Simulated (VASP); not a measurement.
# AgBr (Fm-3m) in VASP: single point with LDA

Aim: the single point of AgBr with LDA.

Program: VASP 6.6.1. These are calculated values, not measurements. Logs are shortened: lines on timing, memory, paths and dates and some standing lists are left out, and cuts for length are marked.

### Step 1. The cell of the first run

It takes space group Fm-3m (No. 225, cubic). Conventional cell: a = 5.772 Å, b = 5.772 Å, c = 5.772 Å, α = 90.00°, β = 90.00°, γ = 90.00°. Ag (site symmetry m-3m) has 6 Br at 2.89 Å within 3.8 Å. Within 3.8 Å of Br (site symmetry m-3m) lie 6 Ag at 2.89 Å.

### Step 2. Single point, LDA

Input file INCAR:

```
PREC = Accurate
ENCUT = 500
EDIFF = 1E-6
ISMEAR = 0
SIGMA = 0.1
LREAL = False
LASPH = True
NELM = 120
ALGO = Normal
ISIF = 2
LWAVE = False
LCHARG = False
NBANDS = 16
GGA_COMPAT = False
```

Input file KPOINTS:

```
regular mesh
0
Gamma
  6 6 6
```

Input file POSCAR:

```
AgBr
1.0
    0.0000000000      2.8860500000      2.8860500000
    2.8860500000      0.0000000000      2.8860500000
    2.8860500000      2.8860500000      0.0000000000
Ag Br
1 1
Direct
    0.5000000000      0.5000000000      0.5000000000
    0.0000000000      0.0000000000      0.0000000000
```

Potentials or basis: VASP PAW LDA potentials, release 64 (Ag, Br).

Run with:

```bash
> cat potpaw_LDA.64/Ag/POTCAR potpaw_LDA.64/Br/POTCAR > POTCAR
> mpirun -np 1 vasp_std > vasp.out
```

OUTCAR:

```text
PREC = Accurate
   ENCUT = 500
   EDIFF = 1E-6
   ISMEAR = 0
   LREAL = False
   LASPH = True
   NELM = 120
   ISIF = 2

 ion  position               nearest neighbor table
   1  0.500  0.500  0.500-   2 2.89   2 2.89   2 2.89   2 2.89   2 2.89   2 2.89
   2  0.000  0.000  0.000-   1 2.89   1 2.89   1 2.89   1 2.89   1 2.89   1 2.89

  LATTYP: Found a face centered cubic cell.
 ALAT       =     5.7721000000

  Lattice vectors:

 A1 = (   0.0000000000,   2.8860500000,   2.8860500000)
 A2 = (   2.8860500000,   0.0000000000,   2.8860500000)
 A3 = (   2.8860500000,   2.8860500000,   0.0000000000)

Analysis of symmetry for initial positions (statically):
=====================================================================
 Subroutine PRICEL returns:
 Original cell was already a primitive cell.

 Routine SETGRP: Setting up the symmetry group for a
 face centered cubic supercell.

 Subroutine GETGRP returns: Found 48 space group operations
 (whereof 48 operations were pure point group operations)
 out of a pool of 48 trial point group operations.

The static configuration has the point symmetry O_h .

Analysis of symmetry for dynamics (positions and initial velocities):
=====================================================================
 Subroutine PRICEL returns:
 Original cell was already a primitive cell.

 Routine SETGRP: Setting up the symmetry group for a
 face centered cubic supercell.

 Subroutine GETGRP returns: Found 48 space group operations
 (whereof 48 operations were pure point group operations)
 out of a pool of 48 trial point group operations.

The dynamic configuration has the point symmetry O_h .

 Subroutine INISYM returns: Found 48 space group operations
 (whereof 48 operations are pure point group operations),
 and found     1 'primitive' translations

----------------------------------------------------------------------------------------

                                     Primitive cell

  volume of cell :      48.0775

  direct lattice vectors                    reciprocal lattice vectors
     0.000000000  2.886050000  2.886050000    -0.173247172  0.173247172  0.173247172
     2.886050000  0.000000000  2.886050000     0.173247172 -0.173247172  0.173247172
     2.886050000  2.886050000  0.000000000     0.173247172  0.173247172 -0.173247172

  length of vectors
     4.081491052  4.081491052  4.081491052     0.300072904  0.300072904  0.300072904

  position of ions in fractional coordinates (direct lattice)
     0.500000000  0.500000000  0.500000000
     0.000000000  0.000000000  0.000000000

  ion indices of the primitive-cell ions
   primitive index   ion index
                 1           1
                 2           2

----------------------------------------------------------------------------------------

 KPOINTS: regular mesh

Automatic generation of k-mesh.
 Grid dimensions read from file:
 generate k-points for:    6    6    6

 Generating k-lattice:

  Cartesian coordinates                     Fractional coordinates (reciprocal lattice)
    -0.028874529  0.028874529  0.028874529     0.166666667  0.000000000  0.000000000
     0.028874529 -0.028874529  0.028874529     0.000000000  0.166666667  0.000000000
     0.028874529  0.028874529 -0.028874529     0.000000000  0.000000000  0.166666667

  Length of vectors
     0.050012151  0.050012151  0.050012151

  Shift w.r.t. Gamma in fractional coordinates (k-lattice)
     0.000000000  0.000000000  0.000000000

 Subroutine IBZKPT returns following result:
 ===========================================

 Found     16 irreducible k-points:

 Following reciprocal coordinates:
            Coordinates               Weight
  0.000000  0.000000  0.000000      1.000000
  0.166667  0.000000  0.000000      8.000000
  0.333333  0.000000  0.000000      8.000000
  0.500000  0.000000  0.000000      4.000000
  0.166667  0.166667  0.000000      6.000000
  0.333333  0.166667  0.000000     24.000000
[... 8 lines left out ...]
 -0.333333  0.333333  0.166667     24.000000
 -0.333333  0.500000  0.166667     12.000000
   k-points           NKPTS =     16   k-points in BZ     NKDIM =     16   number of bands    NBANDS=     16
   number of dos      NEDOS =    301   number of ions     NIONS =      2
   total plane-waves  NPLWV =  27000
   dimension x,y,z NGX =    30 NGY =   30 NGZ =   30
   dimension x,y,z NGXF=    60 NGYF=   60 NGZF=   60
   ions per type =               1   1
   NGX,Y,Z   is equivalent  to a cutoff of  12.22, 12.22, 12.22 a.u.
   NGXF,Y,Z  is equivalent  to a cutoff of  24.44, 24.44, 24.44 a.u.
 SYSTEM =  unknown system
   PREC   = accura    normal or accurate (medium, high low for compatibility)
   ISTART =      0    job   : 0-new  1-cont  2-samecut
   ICHARG =      2    charge: 1-file 2-atom 10-const
   ISPIN  =      1    spin polarized calculation?
   LNONCOLLINEAR =      F non collinear calculations
   LSORBIT =      F    spin-orbit coupling
   LASPH  =      T    aspherical Exc in radial PAW
   ENCUT  =  500.0 eV  36.75 Ry    6.06 a.u.   7.44  7.44  7.44*2*pi/ulx,y,z
   NELM   =    120;   NELMIN=  2; NELMDL= -5     # of ELM steps
   EDIFF  = 0.1E-05   stopping-criterion for ELM
   LREAL  =      F    real-space projection
   EDIFFG = 0.1E-04   stopping-criterion for IOM
   NSW    =      0    number of steps for IOM
   IBRION =     -1    ionic relax: 0-MD 1-quasi-New 2-CG
   NFREE  =      0    steps in history (QN), initial steepest desc. (CG)
   ISIF   =      2    stress and relaxation
   ISYM   =      2    0-nonsym 1-usesym 2-fastsym
   POTIM  = 0.5000    time-step for ionic-motion
   TEBEG  =    0.0;   TEEND  =   0.0 temperature during run
   PSTRESS=    0.0 pullay stress
   NELECT =      18.0000    total number of electrons
   NUPDOWN=      -1.0000    fix difference up-down
   EMIN   =  10.00;   EMAX   =-10.00  energy-range for DOS
   EFERMI =   0.00;   METHOD = LEGACY
   ISMEAR =     0;   SIGMA  =   0.10  broadening in eV -4-tet -1-fermi 0-gaus
   EFERMI_NEDOS =   21; number of points for ismear=-14 and -15
   IALGO  =     38    algorithm
   IMIX   =      4    mixing-type and parameters
     AMIX     =   0.40;   BMIX     =  1.00
     AMIX_MAG =   1.60;   BMIX_MAG =  1.00
  volume/ion in A,a.u.               =      24.04       162.22
  Fermi-wavevector in a.u.,A,eV,Ry     =   1.179918  2.229722 18.942118  1.392206
  Thomas-Fermi vector in A             =   2.316220
   LORBIT       =      0    0 simple, 1 ext, 2 COOP (PROOUT), +10 PAW based schemes
   GGA     = CA    functional components
   LHFCALC =     F    Hartree Fock is set to
   AEXX    =    0.0000 exact exchange contribution
   IVDW    =     0    specifies the selected vdW correction
   LEPSILON=     F    determine dielectric tensor
   LRPA    =     F    only Hartree local field effects (RPA)
 non-spin polarized calculation
 Gauss-broadening in eV      SIGMA  =   0.10
  energy-cutoff  :      500.00
  volume of cell :       48.08
 maximum number of plane-waves:      1243
 NGX is ok and might be reduce to    30
   NGX = 15   NGY = 15   NGZ = 15

 number of electron      18.0000004 magnetization

 Free energy of the ion-electron system (eV)
  ---------------------------------------------------
  ext. energy  EPLUGINS =         0.00000000
  ---------------------------------------------------
  free energy    TOTEN  =        -6.33726335 eV

  energy without entropy =       -6.33724250  energy(sigma->0) =       -6.33725293

 E-fermi :   3.5173     XC(G=0): -10.1928

 val. band max:        3.2880334901   @ k =   0.5000   0.0000   0.0000
 cond. band min:       3.6997110510   @ k =   0.0000   0.0000   0.0000
 fundamental gap:      0.4116775609
 Fermi energy:         3.5172848198

 k-point     1 :       0.0000    0.0000    0.0000
  band No.  band energies     occupation
      1     -11.7011      2.00000
      2       0.4911      2.00000
      3       0.4911      2.00000
      4       0.4925      2.00000
      5       0.4925      2.00000
      6       0.4925      2.00000
[... 8 lines left out ...]
     15      14.7367      0.00000
     16      14.7367      0.00000

 k-point     2 :       0.1667    0.0000    0.0000
  band No.  band energies     occupation
      1     -11.5995      2.00000
      2      -0.1466      2.00000
      3      -0.0586      2.00000
      4      -0.0586      2.00000
      5       0.5652      2.00000
      6       0.5652      2.00000
[... 8 lines left out ...]
     15      14.1129      0.00000
     16      14.2353      0.00000

 k-point     3 :       0.3333    0.0000    0.0000
  band No.  band energies     occupation
      1     -11.3824      2.00000
      2      -1.4154      2.00000
      3      -0.6270      2.00000
      4      -0.6270      2.00000
      5       0.7165      2.00000
      6       0.7165      2.00000
[... 8 lines left out ...]
     15      15.2194      0.00000
     16      15.2194      0.00000

 k-point     4 :       0.5000    0.0000    0.0000
  band No.  band energies     occupation
      1     -11.2657      2.00000
      2      -1.9330      2.00000
      3      -0.8332      2.00000
      4      -0.8332      2.00000
      5       0.7953      2.00000
      6       0.7953      2.00000
[... 8 lines left out ...]
     15      16.4135      0.00000
     16      16.4135      0.00000
[... 172 lines left out ...]
 k-point    14 :       0.5000    0.3333    0.1667
  band No.  band energies     occupation
      1     -11.2827      2.00000
      2      -1.3252      2.00000
      3      -0.6236      2.00000
      4      -0.2904      2.00000
      5       0.6876      2.00000
      6       0.7931      2.00000
[... 8 lines left out ...]
     15      16.9982      0.00000
     16      18.1541      0.00000

 k-point    15 :      -0.3333    0.3333    0.1667
  band No.  band energies     occupation
      1     -11.2198      2.00000
      2      -1.2296      2.00000
      3      -0.6847      2.00000
      4      -0.6521      2.00000
      5       0.7482      2.00000
      6       0.8153      2.00000
[... 8 lines left out ...]
     15      15.8291      0.00000
     16      17.8430      0.00000

 k-point    16 :      -0.3333    0.5000    0.1667
  band No.  band energies     occupation
      1     -11.2121      2.00000
      2      -0.7935      2.00000
      3      -0.6677      2.00000
      4      -0.3450      2.00000
      5       0.8940      2.00000
      6       0.8989      2.00000
[... 8 lines left out ...]
     15      16.7715      0.00000
     16      18.1145      0.00000

------------------------ aborting loop because EDIFF is reached ----------------------------------------

  FORCE on cell =-STRESS in cart. coord.  units (eV):
  Direction    XX          YY          ZZ          XY          YZ          ZX
  --------------------------------------------------------------------------------------
  -------------------------------------------------------------------------------------
  Total       -1.4252935     -1.4252935     -1.4252935      0.0000000      0.0000000      0.0000000
  in kB      -47.4977829    -47.4977829    -47.4977829      0.0000000      0.0000000      0.0000000
  external PRESSURE =     -47.4977829 kB  Pullay stress =       0.0000000 kB

 VOLUME and BASIS-vectors are now :
 -----------------------------------------------------------------------------
  energy-cutoff  :      500.00
  volume of cell :       48.08
      direct lattice vectors                 reciprocal lattice vectors
     0.000000000  2.886050000  2.886050000    -0.173247172  0.173247172  0.173247172
     2.886050000  0.000000000  2.886050000     0.173247172 -0.173247172  0.173247172
     2.886050000  2.886050000  0.000000000     0.173247172  0.173247172 -0.173247172

 POSITION                                       TOTAL-FORCE (eV/Angst)
 -----------------------------------------------------------------------------------
      2.88605      2.88605      2.88605        -0.000000     -0.000000     -0.000000
      0.00000      0.00000      0.00000         0.000000      0.000000      0.000000
 -----------------------------------------------------------------------------------
    total drift:                                0.000000      0.000000      0.000000

  FREE ENERGIE OF THE ION-ELECTRON SYSTEM (eV)
  ---------------------------------------------------
  free  energy   TOTEN  =        -6.3372633524 eV

  energy  without entropy=       -6.3372425015  energy(sigma->0) =       -6.33725293
```

Wall time 13 s (1 thread of Intel Xeon 8259CL, shared host); peak memory 0.15 GiB.

Results:

* Free energy: -6.3373 eV
* Pressure: -4.7 GPa
* Band gap on the k mesh: 0.41 eV, indirect (least direct gap 2.28 eV)

A k mesh can miss the band edges. Expect the measured gap to be larger: semilocal functionals such as LDA lack the derivative discontinuity.
